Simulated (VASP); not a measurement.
# SiO2 (I-42d) in VASP: further runs

Runs on SiO2. Level: LDA. Tasks: single point.

Program: VASP 6.6.1. These are calculated values, not measurements. Logs are shortened: lines on timing, memory, paths and dates and some standing lists are left out, and cuts for length are marked.

**1. The cell of the first run**

The structure is tetragonal, space group I-42d (No. 122). Conventional cell: a = 4.706 Å, b = 4.706 Å, c = 7.421 Å, α = 90.00°, β = 90.00°, γ = 90.00°. Si (site symmetry -4) has 4 O at 1.61 Å within 2.1 Å. Within 2.1 Å of O (site symmetry 2) lie 2 Si at 1.61 Å.

**2. Single point, LDA**

The input, INCAR:

```
SYSTEM = SiO2
ALGO = Normal
EDIFF = 1E-6
ENCUT = 520
ISIF = 2
ISMEAR = 0
LASPH = .TRUE.
LCHARG = .TRUE.
LELF = .TRUE.
LREAL = .FALSE.
LVHAR = .TRUE.
LWAVE = .FALSE.
NBANDS = 25
NELM = 100
PREC = Accurate
SIGMA = 0.01
```

The input, KPOINTS:

```
k-points
0
G
  6 6 6
  0 0 0
```

The input, POSCAR:

```
SiO2
1.0
   -2.3527569247      2.3527569247      3.7104197158
    2.3527569247     -2.3527569247      3.7104197158
    2.3527569247      2.3527569247     -3.7104197158
Si O
2 4
Direct
    0.0000000000      0.0000000000      0.0000000000
    0.7500000000      0.2500000000      0.5000000000
    0.9983800000      0.6250000000      0.8733800000
    0.3750000000      0.2483800000      0.3733800000
    0.7516200000      0.1250000000      0.1266200000
    0.8750000000      0.0016200000      0.6266200000
```

Potentials or basis: VASP PAW LDA potentials, release 64 (Si, O).

Command:

```sh
$ cat potpaw_LDA.64/Si/POTCAR potpaw_LDA.64/O/POTCAR > POTCAR
$ mpirun -np 1 vasp_std > vasp.out
```

OUTCAR:

```text
SYSTEM = SiO2
   EDIFF = 1E-6
   ENCUT = 520
   ISIF = 2
   ISMEAR = 0
   LASPH = .TRUE.
   LREAL = .FALSE.
   NELM = 100
   PREC = Accurate

 ion  position               nearest neighbor table
   1  0.000  0.000  0.000-   3 1.61   6 1.61   5 1.61   4 1.61   2 3.00   2 3.00   2 3.00   2 3.00

   2  0.750  0.250  0.500-   4 1.61   5 1.61   6 1.61   3 1.61   1 3.00   1 3.00   1 3.00   1 3.00

   3  0.998  0.625  0.873-   1 1.61   2 1.61
   4  0.375  0.248  0.373-   2 1.61   1 1.61
   5  0.752  0.125  0.127-   2 1.61   1 1.61
   6  0.875  0.002  0.627-   1 1.61   2 1.61

  LATTYP: Found a body centered tetragonal cell.
 ALAT       =     4.7055138494
 C/A-ratio  =     1.5770518734

  Lattice vectors:

 A1 = (  -2.3527569247,   2.3527569247,   3.7104197158)
 A2 = (   2.3527569247,  -2.3527569247,   3.7104197158)
 A3 = (   2.3527569247,   2.3527569247,  -3.7104197158)

Analysis of symmetry for initial positions (statically):
=====================================================================
 Subroutine PRICEL returns:
 Original cell was already a primitive cell.

 Routine SETGRP: Setting up the symmetry group for a
 body centered tetragonal supercell.

 Subroutine GETGRP returns: Found  8 space group operations
 (whereof  4 operations were pure point group operations)
 out of a pool of 16 trial point group operations.

The static configuration has the point symmetry S_4 .
 The point group associated with its full space group is D_2d.

Analysis of symmetry for dynamics (positions and initial velocities):
=====================================================================
 Subroutine PRICEL returns:
 Original cell was already a primitive cell.

 Routine SETGRP: Setting up the symmetry group for a
 body centered tetragonal supercell.

 Subroutine GETGRP returns: Found  8 space group operations
 (whereof  4 operations were pure point group operations)
 out of a pool of 16 trial point group operations.

The dynamic configuration has the point symmetry S_4 .
 The point group associated with its full space group is D_2d.

 Subroutine INISYM returns: Found  8 space group operations
 (whereof  4 operations are pure point group operations),
 and found     1 'primitive' translations

----------------------------------------------------------------------------------------

                                     Primitive cell

  volume of cell :      82.1556

  direct lattice vectors                    reciprocal lattice vectors
    -2.352756925  2.352756925  3.710419716     0.000000000  0.212516642  0.134755644
     2.352756925 -2.352756925  3.710419716     0.212516642  0.000000000  0.134755644
     2.352756925  2.352756925 -3.710419716     0.212516642  0.212516642  0.000000000

  length of vectors
     4.983788194  4.983788194  4.983788194     0.251639438  0.251639438  0.300543917

  position of ions in fractional coordinates (direct lattice)
     0.000000000  0.000000000  0.000000000
     0.750000000  0.250000000  0.500000000
     0.998380000  0.625000000  0.873380000
     0.375000000  0.248380000  0.373380000
     0.751620000  0.125000000  0.126620000
     0.875000000  0.001620000  0.626620000

  ion indices of the primitive-cell ions
   primitive index   ion index
                 1           1
                 2           2
                 3           3
                 4           4
                 5           5
                 6           6

----------------------------------------------------------------------------------------

 KPOINTS: k-points

Automatic generation of k-mesh.
 Grid dimensions read from file:
 generate k-points for:    6    6    6

 Generating k-lattice:

  Cartesian coordinates                     Fractional coordinates (reciprocal lattice)
     0.000000000  0.035419440  0.022459274     0.166666667  0.000000000 -0.000000000
     0.035419440  0.000000000  0.022459274     0.000000000  0.166666667 -0.000000000
     0.035419440  0.035419440  0.000000000     0.000000000  0.000000000  0.166666667

  Length of vectors
     0.041939906  0.041939906  0.050090653

  Shift w.r.t. Gamma in fractional coordinates (k-lattice)
     0.000000000  0.000000000  0.000000000

 Subroutine IBZKPT returns following result:
 ===========================================

 Found     30 irreducible k-points:

 Following reciprocal coordinates:
            Coordinates               Weight
  0.000000  0.000000  0.000000      1.000000
  0.166667  0.000000 -0.000000      8.000000
  0.333333  0.000000 -0.000000      8.000000
  0.500000  0.000000 -0.000000      4.000000
  0.166667  0.166667 -0.000000      8.000000
  0.333333  0.166667 -0.000000     16.000000
[... 16 lines left out ...]
 -0.333333 -0.333333  0.166667      8.000000
 -0.166667 -0.333333  0.166667      8.000000
 [... further k-points ...]
   k-points           NKPTS =     30   k-points in BZ     NKDIM =     30   number of bands    NBANDS=     25
   number of dos      NEDOS =    301   number of ions     NIONS =      6
   total plane-waves  NPLWV =  64000
   dimension x,y,z NGX =    40 NGY =   40 NGZ =   40
   dimension x,y,z NGXF=    80 NGYF=   80 NGZF=   80
   ions per type =               2   4
   NGX,Y,Z   is equivalent  to a cutoff of  13.34, 13.34, 13.34 a.u.
   NGXF,Y,Z  is equivalent  to a cutoff of  26.69, 26.69, 26.69 a.u.
 SYSTEM =  SiO2
   PREC   = accura    normal or accurate (medium, high low for compatibility)
   ISTART =      0    job   : 0-new  1-cont  2-samecut
   ICHARG =      2    charge: 1-file 2-atom 10-const
   ISPIN  =      1    spin polarized calculation?
   LNONCOLLINEAR =      F non collinear calculations
   LSORBIT =      F    spin-orbit coupling
   LASPH  =      T    aspherical Exc in radial PAW
   ENCUT  =  520.0 eV  38.22 Ry    6.18 a.u.   9.27  9.27  9.27*2*pi/ulx,y,z
   NELM   =    100;   NELMIN=  2; NELMDL= -5     # of ELM steps
   EDIFF  = 0.1E-05   stopping-criterion for ELM
   LREAL  =      F    real-space projection
   EDIFFG = 0.1E-04   stopping-criterion for IOM
   NSW    =      0    number of steps for IOM
   IBRION =     -1    ionic relax: 0-MD 1-quasi-New 2-CG
   NFREE  =      0    steps in history (QN), initial steepest desc. (CG)
   ISIF   =      2    stress and relaxation
   ISYM   =      2    0-nonsym 1-usesym 2-fastsym
   POTIM  = 0.5000    time-step for ionic-motion
   TEBEG  =    0.0;   TEEND  =   0.0 temperature during run
   PSTRESS=    0.0 pullay stress
   NELECT =      32.0000    total number of electrons
   NUPDOWN=      -1.0000    fix difference up-down
   EMIN   =  10.00;   EMAX   =-10.00  energy-range for DOS
   EFERMI =   0.00;   METHOD = LEGACY
   ISMEAR =     0;   SIGMA  =   0.01  broadening in eV -4-tet -1-fermi 0-gaus
   EFERMI_NEDOS =   21; number of points for ismear=-14 and -15
   IALGO  =     38    algorithm
   IMIX   =      4    mixing-type and parameters
     AMIX     =   0.40;   BMIX     =  1.00
     AMIX_MAG =   1.60;   BMIX_MAG =  1.00
  volume/ion in A,a.u.               =      13.69        92.40
  Fermi-wavevector in a.u.,A,eV,Ry     =   1.195581  2.259321 19.448366  1.429415
  Thomas-Fermi vector in A             =   2.331543
   LORBIT       =      0    0 simple, 1 ext, 2 COOP (PROOUT), +10 PAW based schemes
   GGA     = CA    functional components
   LHFCALC =     F    Hartree Fock is set to
   AEXX    =    0.0000 exact exchange contribution
   IVDW    =     0    specifies the selected vdW correction
   LEPSILON=     F    determine dielectric tensor
   LRPA    =     F    only Hartree local field effects (RPA)
 non-spin polarized calculation
 Gauss-broadening in eV      SIGMA  =   0.01
  energy-cutoff  :      520.00
  volume of cell :       82.16
 maximum number of plane-waves:      2230
 NGX is ok and might be reduce to    40
   NGX = 19   NGY = 19   NGZ = 19

 number of electron      32.0000001 magnetization

 Free energy of the ion-electron system (eV)
  ---------------------------------------------------
  ext. energy  EPLUGINS =         0.00000000
  ---------------------------------------------------
  free energy    TOTEN  =       -51.82086313 eV

  energy without entropy =      -51.82086313  energy(sigma->0) =      -51.82086313

 E-fermi :  -0.1412     XC(G=0):  -9.2397

 val. band max:       -0.1961313861   @ k =   0.0000   0.0000   0.0000
 cond. band min:       5.7897133865   @ k =   0.0000   0.0000   0.0000
 fundamental gap:      5.9858447726
 Fermi energy:        -0.1412199637

 k-point     1 :       0.0000    0.0000    0.0000
  band No.  band energies     occupation
      1     -19.1970      2.00000
      2     -16.9266      2.00000
      3     -16.9035      2.00000
      4     -16.9035      2.00000
      5      -9.0972      2.00000
      6      -5.5864      2.00000
[... 17 lines left out ...]
     24      13.3388      0.00000
     25      13.7567      0.00000

 k-point     2 :       0.1667    0.0000   -0.0000
  band No.  band energies     occupation
      1     -19.1047      2.00000
      2     -17.0677      2.00000
      3     -16.9315      2.00000
      4     -16.9041      2.00000
      5      -8.8929      2.00000
      6      -5.6617      2.00000
[... 17 lines left out ...]
     24      13.1351      0.00000
     25      13.5823      0.00000

 k-point     3 :       0.3333    0.0000   -0.0000
  band No.  band energies     occupation
      1     -18.8703      2.00000
      2     -17.4212      2.00000
      3     -16.9500      2.00000
      4     -16.9155      2.00000
      5      -8.4317      2.00000
      6      -5.8828      2.00000
[... 552 lines left out ...]
 k-point    23 :      -0.3333   -0.3333    0.1667
  band No.  band energies     occupation
      1     -18.6577      2.00000
      2     -17.7054      2.00000
      3     -16.9507      2.00000
      4     -16.9431      2.00000
      5      -7.9269      2.00000
      6      -6.2417      2.00000
[... 17 lines left out ...]
     24      13.4165      0.00000
     25      13.6449      0.00000

 k-point    24 :      -0.1667   -0.3333    0.1667
  band No.  band energies     occupation
      1     -18.8835      2.00000
      2     -17.4171      2.00000
      3     -16.9359      2.00000
      4     -16.9235      2.00000
      5      -8.3763      2.00000
      6      -5.8533      2.00000
[... 17 lines left out ...]
     24      13.3670      0.00000
     25      13.9279      0.00000

 [... further k-points ...]
[... 5 lines left out ...]
  --------------------------------------------------------------------------------------
  -------------------------------------------------------------------------------------
  Total        1.5219587      1.5219587      0.6161017      0.0000000      0.0000000      0.0000000
  in kB       29.6808476     29.6808476     12.0150577      0.0000000      0.0000000      0.0000000
  external PRESSURE =      23.7922509 kB  Pullay stress =       0.0000000 kB

 VOLUME and BASIS-vectors are now :
 -----------------------------------------------------------------------------
  energy-cutoff  :      520.00
  volume of cell :       82.16
      direct lattice vectors                 reciprocal lattice vectors
    -2.352756925  2.352756925  3.710419716     0.000000000  0.212516642  0.134755644
     2.352756925 -2.352756925  3.710419716     0.212516642  0.000000000  0.134755644
     2.352756925  2.352756925 -3.710419716     0.212516642  0.212516642  0.000000000

 POSITION                                       TOTAL-FORCE (eV/Angst)
 -----------------------------------------------------------------------------------
      0.00000      0.00000      0.00000        -0.000000      0.000000      0.000000
     -0.00000      2.35276      1.85521        -0.000000      0.000000      0.000000
      1.17638      2.93332      2.78281        -0.000000      0.103573      0.000000
      0.58057      1.17638      0.92760         0.103573      0.000000      0.000000
     -1.17638      1.77219      2.78281        -0.000000     -0.103573     -0.000000
     -0.58057      3.52914      0.92760        -0.103573      0.000000     -0.000000
 -----------------------------------------------------------------------------------
    total drift:                                0.000001      0.000001      0.000001

  FREE ENERGIE OF THE ION-ELECTRON SYSTEM (eV)
  ---------------------------------------------------
  free  energy   TOTEN  =       -51.8208631295 eV

  energy  without entropy=      -51.8208631295  energy(sigma->0) =      -51.82086313
```

It took 34 s on 1 thread of Intel Xeon 6975P-C (Granite Rapids), shared host; peak memory 0.21 GiB.

Results:

```yaml
Free_energy: -51.8209 eV
Pressure: 2.4 GPa
Largest_force: 0.104 eV/Å
Band_gap_on_the_k_mesh: 5.99 eV, direct
```

Forces in eV/Å, atoms in the order of the input:
```
Si   0.000  0.000  0.000
Si   0.000  0.000  0.000
O    0.000  0.104  0.000
O    0.104  0.000  0.000
O    0.000 -0.104  0.000
O   -0.104  0.000  0.000
```

Stress tensor (GPa, compression positive):
```
2.97 0.00 0.00
0.00 2.97 0.00
0.00 0.00 1.20
```

A k mesh can miss the band edges.

(Part 1 of 2 ends here.)
